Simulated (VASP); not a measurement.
# InSe (R3m) in VASP: a series of runs

The runs below take InSe through relaxation of cell and atoms, with PBE+D4, PBEsol.

Program: VASP 6.6.1. These are calculated values, not measurements. Logs are shortened: lines on timing, memory, paths and dates and some standing lists are left out, and cuts for length are marked.

## 1. The cell of the first run

Symmetry: R3m, No. 160, trigonal system. Conventional cell: a = 4.000 Å, b = 4.000 Å, c = 25.320 Å, α = 90.00°, β = 90.00°, γ = 120.00°. In (site symmetry 3m) has 3 Se at 2.63 Å and 1 In at 2.82 Å within 3.5 Å. In (site symmetry 3m) has 3 Se at 2.64 Å and 1 In at 2.82 Å within 3.5 Å. Se (site symmetry 3m) has 3 In at 2.63 Å within 3.5 Å. Se (site symmetry 3m) has 3 In at 2.64 Å within 3.5 Å.

## 2. Relaxation of cell and atoms, PBE+D4

The input, INCAR:

```
SYSTEM = InSe
  PREC = Accurate
  ENCUT = 600
  EDIFF = 1E-6
  ISMEAR = -1
  SIGMA = 0.05
  LREAL = .False.
  LASPH = .True.
  NELM = 100
  ALGO = Normal
  ISIF = 3
  LWAVE = .False.
  LCHARG = .False.
  GGA = PE
  IVDW = 13
  IBRION = 2
  NSW = 60
  EDIFFG = -0.01
```

The input, KPOINTS:

```
Automatic mesh
0
Gamma
  8 8 8
  0 0 0
```

The input, POSCAR:

```
InSe
1.0
    2.0000000000      1.1547005384      8.4400000000
   -2.0000000000      1.1547005384      8.4400000000
    0.0000000000     -2.3094010768      8.4400000000
In Se
2 2
Direct
    0.8886000000      0.8886000000      0.8886000000
    0.0000000000      0.0000000000      0.0000000000
    0.1719000000      0.1719000000      0.1719000000
    0.3835000000      0.3835000000      0.3835000000
```

Potentials or basis: VASP PAW PBE potentials, release 64 (In_d, Se).

The run is started by

```console
> cat potpaw_PBE.64/In_d/POTCAR potpaw_PBE.64/Se/POTCAR > POTCAR
> mpirun -np 1 vasp_std > vasp.out
```

OUTCAR:

```text
SYSTEM = InSe
   PREC = Accurate
   ENCUT = 600
   EDIFF = 1E-6
   ISMEAR = -1
   LREAL = .False.
   LASPH = .True.
   NELM = 100
   ISIF = 3
   GGA = PE
   IVDW = 13
   IBRION = 2
   NSW = 60
   EDIFFG = -0.01

 ion  position               nearest neighbor table
   1  0.889  0.889  0.889-   3 2.63   3 2.63   3 2.63   2 2.82
   2  0.000  0.000  0.000-   4 2.64   4 2.64   4 2.64   1 2.82
   3  0.172  0.172  0.172-   1 2.63   1 2.63   1 2.63
   4  0.383  0.383  0.383-   2 2.64   2 2.64   2 2.64

  LATTYP: Found a trigonal (rhomboedric) cell.
 ALAT       =     8.7502533297
 COS(alpha) =     0.8955162542

  Lattice vectors:

 A1 = (   2.0000000000,   1.1547005384,   8.4400000000)
 A2 = (  -2.0000000000,   1.1547005384,   8.4400000000)
 A3 = (   0.0000000000,  -2.3094010768,   8.4400000000)

Analysis of symmetry for initial positions (statically):
=====================================================================
 Subroutine PRICEL returns:
 Original cell was already a primitive cell.

 Routine SETGRP: Setting up the symmetry group for a
 trigonal (rhombohedral) supercell.

 Subroutine GETGRP returns: Found  6 space group operations
 (whereof  6 operations were pure point group operations)
 out of a pool of 12 trial point group operations.

The static configuration has the point symmetry C_3v.

Analysis of symmetry for dynamics (positions and initial velocities):
=====================================================================
 Subroutine PRICEL returns:
 Original cell was already a primitive cell.

 Routine SETGRP: Setting up the symmetry group for a
 trigonal (rhombohedral) supercell.

 Subroutine GETGRP returns: Found  6 space group operations
 (whereof  6 operations were pure point group operations)
 out of a pool of 12 trial point group operations.

The dynamic configuration has the point symmetry C_3v.

 Subroutine INISYM returns: Found  6 space group operations
 (whereof  6 operations are pure point group operations),
 and found     1 'primitive' translations

----------------------------------------------------------------------------------------

                                     Primitive cell

  volume of cell :     116.9481

  direct lattice vectors                    reciprocal lattice vectors
     2.000000000  1.154700538  8.440000000     0.250000000  0.144337567  0.039494471
    -2.000000000  1.154700538  8.440000000    -0.250000000  0.144337567  0.039494471
     0.000000000 -2.309401077  8.440000000     0.000000000 -0.288675135  0.039494471

  length of vectors
     8.750253330  8.750253330  8.750253330     0.291364285  0.291364285  0.291364285

  position of ions in fractional coordinates (direct lattice)
     0.888600000  0.888600000  0.888600000
     0.000000000  0.000000000  0.000000000
     0.171900000  0.171900000  0.171900000
     0.383500000  0.383500000  0.383500000

  ion indices of the primitive-cell ions
   primitive index   ion index
                 1           1
                 2           2
                 3           3
                 4           4

----------------------------------------------------------------------------------------

 KPOINTS: Automatic mesh

Automatic generation of k-mesh.
 Grid dimensions read from file:
 generate k-points for:    8    8    8

 Generating k-lattice:

  Cartesian coordinates                     Fractional coordinates (reciprocal lattice)
     0.031250000  0.018042196  0.004936809     0.125000000  0.000000000  0.000000000
    -0.031250000  0.018042196  0.004936809     0.000000000  0.125000000  0.000000000
     0.000000000 -0.036084392  0.004936809     0.000000000  0.000000000  0.125000000

  Length of vectors
     0.036420536  0.036420536  0.036420536

  Shift w.r.t. Gamma in fractional coordinates (k-lattice)
     0.000000000  0.000000000  0.000000000

 Subroutine IBZKPT returns following result:
 ===========================================

 Found     65 irreducible k-points:

 Following reciprocal coordinates:
            Coordinates               Weight
  0.000000  0.000000  0.000000      1.000000
  0.125000 -0.000000  0.000000      6.000000
  0.250000 -0.000000  0.000000      6.000000
  0.375000  0.000000  0.000000      6.000000
  0.500000 -0.000000  0.000000      3.000000
  0.125000  0.125000  0.000000      6.000000
[... 16 lines left out ...]
  0.250000  0.125000  0.125000      6.000000
  0.375000  0.125000  0.125000      6.000000
 [... further k-points ...]
   k-points           NKPTS =     65   k-points in BZ     NKDIM =     65   number of bands    NBANDS=     23
   number of dos      NEDOS =    301   number of ions     NIONS =      4
   total plane-waves  NPLWV = 343000
   dimension x,y,z NGX =    70 NGY =   70 NGZ =   70
   dimension x,y,z NGXF=   140 NGYF=  140 NGZF=  140
   ions per type =               2   2
   NGX,Y,Z   is equivalent  to a cutoff of  13.30, 13.30, 13.30 a.u.
   NGXF,Y,Z  is equivalent  to a cutoff of  26.60, 26.60, 26.60 a.u.
 SYSTEM =  InSe
   PREC   = accura    normal or accurate (medium, high low for compatibility)
   ISTART =      0    job   : 0-new  1-cont  2-samecut
   ICHARG =      2    charge: 1-file 2-atom 10-const
   ISPIN  =      1    spin polarized calculation?
   LNONCOLLINEAR =      F non collinear calculations
   LSORBIT =      F    spin-orbit coupling
   LASPH  =      T    aspherical Exc in radial PAW
   ENCUT  =  600.0 eV  44.10 Ry    6.64 a.u.  17.48 17.48 17.48*2*pi/ulx,y,z
   NELM   =    100;   NELMIN=  2; NELMDL= -5     # of ELM steps
   EDIFF  = 0.1E-05   stopping-criterion for ELM
   LREAL  =      F    real-space projection
   EDIFFG = -.1E-01   stopping-criterion for IOM
   NSW    =     60    number of steps for IOM
   IBRION =      2    ionic relax: 0-MD 1-quasi-New 2-CG
   NFREE  =      1    steps in history (QN), initial steepest desc. (CG)
   ISIF   =      3    stress and relaxation
   ISYM   =      2    0-nonsym 1-usesym 2-fastsym
   POTIM  = 0.5000    time-step for ionic-motion
   TEBEG  =    0.0;   TEEND  =   0.0 temperature during run
   PSTRESS=    0.0 pullay stress
   NELECT =      38.0000    total number of electrons
   NUPDOWN=      -1.0000    fix difference up-down
   EMIN   =  10.00;   EMAX   =-10.00  energy-range for DOS
[... 5 lines left out ...]
     AMIX     =   0.40;   BMIX     =  1.00
     AMIX_MAG =   1.60;   BMIX_MAG =  1.00
  volume/ion in A,a.u.               =      29.24       197.30
  Fermi-wavevector in a.u.,A,eV,Ry     =   1.125481  2.126852 17.234615  1.266709
  Thomas-Fermi vector in A             =   2.262159
   LORBIT       =      0    0 simple, 1 ext, 2 COOP (PROOUT), +10 PAW based schemes
   GGA     = PE    functional components
   LHFCALC =     F    Hartree Fock is set to
   AEXX    =    0.0000 exact exchange contribution
   IVDW    =    13    specifies the selected vdW correction
   LEPSILON=     F    determine dielectric tensor
   LRPA    =     F    only Hartree local field effects (RPA)
 conjugate gradient relaxation of ions
 non-spin polarized calculation
  energy-cutoff  :      600.00
  volume of cell :      116.95
 maximum number of plane-waves:      3926
 NGX is ok and might be reduce to    70
   NGX = 35   NGY = 35   NGZ = 35

--------------------------------------- Ionic step        1  -------------------------------------------

 number of electron      37.9999998 magnetization

 Free energy of the ion-electron system (eV)
  ---------------------------------------------------
  ext. energy  EPLUGINS =         0.00000000
  ---------------------------------------------------
  free energy    TOTEN  =       -14.13713138 eV

  energy without entropy =      -14.13709192  energy(sigma->0) =      -14.13711165

------------------------ aborting loop because EDIFF is reached ----------------------------------------

  DFT-D4 for vdW energy calculation

  Edisp (eV):   -1.29973

  FORCE on cell =-STRESS in cart. coord.  units (eV):
  Direction    XX          YY          ZZ          XY          YZ          ZX
  --------------------------------------------------------------------------------------
  -------------------------------------------------------------------------------------
  Total       1.02505     1.02505     0.03164     0.00000     0.00000     0.00000
  in kB      14.04313    14.04313     0.43344     0.00000     0.00000     0.00000
  external pressure =        9.51 kB  Pullay stress =        0.00 kB
[... 103 lines left out ...]
  FREE ENERGIE OF THE ION-ELECTRON SYSTEM (eV)
  ---------------------------------------------------
  free  energy   TOTEN  =       -15.4519283414 eV

  energy  without entropy=      -15.4518741256  energy(sigma->0) =      -15.45190123

[... ionic steps 4 to 10 ...]

--------------------------------------- Ionic step       11  -------------------------------------------

 number of electron      38.0000004 magnetization

------------------------ aborting loop because EDIFF is reached ----------------------------------------

  DFT-D4 for vdW energy calculation

  Edisp (eV):   -1.30150
[... 73 lines left out ...]
  energy  without entropy=      -15.4560421041  energy(sigma->0) =      -15.45610253

--------------------------------------- Ionic step       13  -------------------------------------------

 number of electron      38.0000004 magnetization

 Free energy of the ion-electron system (eV)
  ---------------------------------------------------
  ext. energy  EPLUGINS =         0.00000000
  ---------------------------------------------------
  free energy    TOTEN  =       -14.15341203 eV

  energy without entropy =      -14.15329723  energy(sigma->0) =      -14.15335463

 E-fermi :   4.3077     XC(G=0):  -8.9235

 val. band max:        4.1530561446   @ k =   0.5000   0.5000   0.5000
 cond. band min:       4.4398227531   @ k =   0.5000   0.5000   0.5000
 fundamental gap:      0.2867666084
 Fermi energy:         4.3076798672

 k-point     1 :       0.0000    0.0000    0.0000
  band No.  band energies     occupation
      1     -10.6943      2.00000
      2     -10.5080      2.00000
      3     -10.5080      2.00000
      4     -10.4242      2.00000
      5     -10.4242      2.00000
      6     -10.4170      2.00000
[... 613 lines left out ...]
     22       8.0616      0.00000
     23       8.2309      0.00000

 [... further k-points ...]

------------------------ aborting loop because EDIFF is reached ----------------------------------------

  DFT-D4 for vdW energy calculation

  Edisp (eV):   -1.30277

  FORCE on cell =-STRESS in cart. coord.  units (eV):
  Direction    XX          YY          ZZ          XY          YZ          ZX
  --------------------------------------------------------------------------------------
  -------------------------------------------------------------------------------------
  Total      -0.02389    -0.02389    -0.02310    -0.00000     0.00000     0.00000
  in kB      -0.32706    -0.32706    -0.31631    -0.00000     0.00000     0.00000
  external pressure =       -0.32 kB  Pullay stress =        0.00 kB
[... 19 lines left out ...]
  FREE ENERGIE OF THE ION-ELECTRON SYSTEM (eV)
  ---------------------------------------------------
  free  energy   TOTEN  =       -15.4561800952 eV

  energy  without entropy=      -15.4560652958  energy(sigma->0) =      -15.45612270

 reached required accuracy - stopping structural energy minimisation
```

Run time: 55 min. Hardware: 1 thread of Intel Xeon 6975P-C (Granite Rapids), shared host; peak memory 0.88 GiB.

What came out:

- Free energy: -15.4562 eV
- Relaxed volume: 29.26 Å³/atom
- Relaxed cell: a = 8.617 Å, b = 8.617 Å, c = 8.617 Å, α = 27.09°, β = 27.09°, γ = 27.09°
- Space group after relaxing (to 0.05 Å): R3m (No. 160)
- Energy gained by relaxing: 4.8 meV/atom
- Ionic steps: 13
- Pressure after relaxing: 0.0 GPa
- Largest force after relaxing: 0.007 eV/Å
- Band gap on the k mesh: 0.29 eV, direct
- Dispersion energy per atom: -0.326 eV

Forces on the atoms (eV/Å):
```
In   0.000  0.000  0.005
In   0.000  0.000 -0.003
Se   0.000  0.000 -0.007
Se   0.000  0.000  0.005
```

The path:
```csv
step,energy change (eV),largest force (eV/Å),pressure (GPa),volume (Å³)
1,0.0000,0.3900,0.95,116.95
2,-0.0106,0.1917,-0.75,119.90
3,-0.0151,0.0372,-0.19,118.84
4,-0.0159,0.0457,-0.04,118.36
5,-0.0160,0.0555,0.02,118.14
6,-0.0165,0.0499,0.03,118.02
7,-0.0178,0.0519,0.06,117.64
8,-0.0190,0.0540,0.12,116.90
9,-0.0186,0.0542,-0.32,117.56
10,-0.0193,0.0144,-0.05,117.14
11,-0.0193,0.0164,-0.04,117.13
12,-0.0193,0.0145,-0.03,117.13
13,-0.0193,0.0073,-0.03,117.02
```

Final structure:
```xyz
4
Lattice="2.0180 1.1651 8.2956 -2.0180 1.1651 8.2956 0.0000 -2.3302 8.2956" Properties=species:S:1:pos:R:3 pbc="T T T"
In    0.0000    0.0000   22.1046
In    0.0000    0.0000    0.0102
Se    0.0000    0.0000    4.2294
Se    0.0000    0.0000    9.5924
```

Caveat: spin-orbit coupling is left out, which moves the levels of the heavy elements. A k mesh can miss the band edges.

## 3. Relaxation of cell and atoms, PBEsol, target pressure 5 GPa, at which the enthalpy is minimised

The input, INCAR:

```
SYSTEM = InSe
PREC = Accurate
ENCUT = 600
EDIFF = 1E-6
ISMEAR = -1
SIGMA = 0.05
LREAL = .FALSE.
LASPH = .TRUE.
NELM = 80
ALGO = Normal
ISIF = 3
LWAVE = .FALSE.
LCHARG = .FALSE.
GGA = PS
IBRION = 2
NSW = 80
EDIFFG = -0.02
PSTRESS = 50.0
```

The input, KPOINTS:

```
Automatic mesh
0
G
  8 8 8
  0 0 0
```

POSCAR is that of step 2.

Potentials or basis: VASP PAW PBE potentials, release 64 (In_d, Se).

The run is started by

```console
> cat potpaw_PBE.64/In_d/POTCAR potpaw_PBE.64/Se/POTCAR > POTCAR
> mpirun -np 1 vasp_std > vasp.out
```

Run time: 68 min. Hardware: 1 thread of AMD EPYC 9R45 (Zen 5), shared host; peak memory 0.88 GiB.

The run converged. Its results:

* Free energy: -15.4121 eV
* Relaxed volume: 25.63 Å³/atom
* Relaxed cell: a = 8.171 Å, b = 8.171 Å, c = 8.171 Å, α = 27.48°, β = 27.48°, γ = 27.48°
* Space group after relaxing (to 0.05 Å): R3m (No. 160)
* Energy change on relaxing (the enthalpy is what falls): +44.9 meV/atom
* Ionic steps: 15
* Pressure after relaxing: 5.0 GPa
* Largest force after relaxing: 0.012 eV/Å
* Band gap on the k mesh: 0.57 eV, direct

Forces on the atoms (eV/Å):
```
In   0.000  0.000  0.001
In   0.000  0.000  0.003
Se   0.000  0.000  0.007
Se   0.000  0.000 -0.012
```

The path:
| step | energy change (eV) | largest force (eV/Å) | pressure (GPa) | volume (Å³) |
| --- | --- | --- | --- | --- |
| 1 | 0.0000 | 0.3199 | 0.25 | 116.95 |
| 2 | 0.3337 | 1.1140 | 8.78 | 102.88 |
| 3 | 0.1374 | 0.7248 | 5.26 | 107.60 |
| 4 | 0.1395 | 0.4214 | 5.04 | 106.28 |
| 5 | 0.1471 | 0.4555 | 5.02 | 106.00 |
| 6 | 0.1384 | 0.3641 | 4.63 | 105.32 |
| 7 | 0.1519 | 0.2834 | 4.22 | 104.45 |
| 8 | 0.2272 | 0.1686 | 6.08 | 101.68 |
| 9 | 0.2092 | 0.1272 | 5.69 | 102.23 |
| 10 | 0.1964 | 0.0599 | 5.47 | 102.15 |
| 11 | 0.1953 | 0.0846 | 5.33 | 102.05 |
| 12 | 0.1624 | 0.0492 | 4.61 | 103.10 |
| 13 | 0.1785 | 0.0356 | 4.94 | 102.56 |
| 14 | 0.1813 | 0.0359 | 5.08 | 102.47 |
| 15 | 0.1797 | 0.0116 | 5.02 | 102.52 |

Final structure:
```xyz
4
Lattice="1.9408 1.1205 7.8572 -1.9408 1.1205 7.8572 0.0000 -2.2410 7.8572" Properties=species:S:1:pos:R:3 pbc="T T T"
In    0.0000    0.0000   20.9047
In    0.0000    0.0000    0.0386
Se    0.0000    0.0000    3.8785
Se    0.0000    0.0000    9.2155
```

Levels at points of the mesh, in eV from the valence-band top:
```tsv
k point	band 16	band 17	band 18	band 19	band 20	band 21	band 22	band 23
(0.00, 0.00, 0.00)	-1.47	-1.47	-1.08	-1.08	2.28	2.47	4.51	4.51
(0.50, 0.00, 0.00)	-2.96	-2.69	-2.15	-1.77	0.82	2.24	3.66	4.10
(0.50, 0.50, 0.00)	-3.11	-2.86	-1.91	-1.65	0.87	2.18	3.01	3.39
(0.50, 0.50, 0.50)	-1.54	-0.99	-0.99	0.00	0.57	2.52	4.32	4.32
```

Caveat: the cell is relaxed towards a set pressure, so the enthalpy falls and the energy may rise; the PAW data sets were made with another functional, which shifts forces and pressure a little; spin-orbit coupling is left out, which moves the levels of the heavy elements.
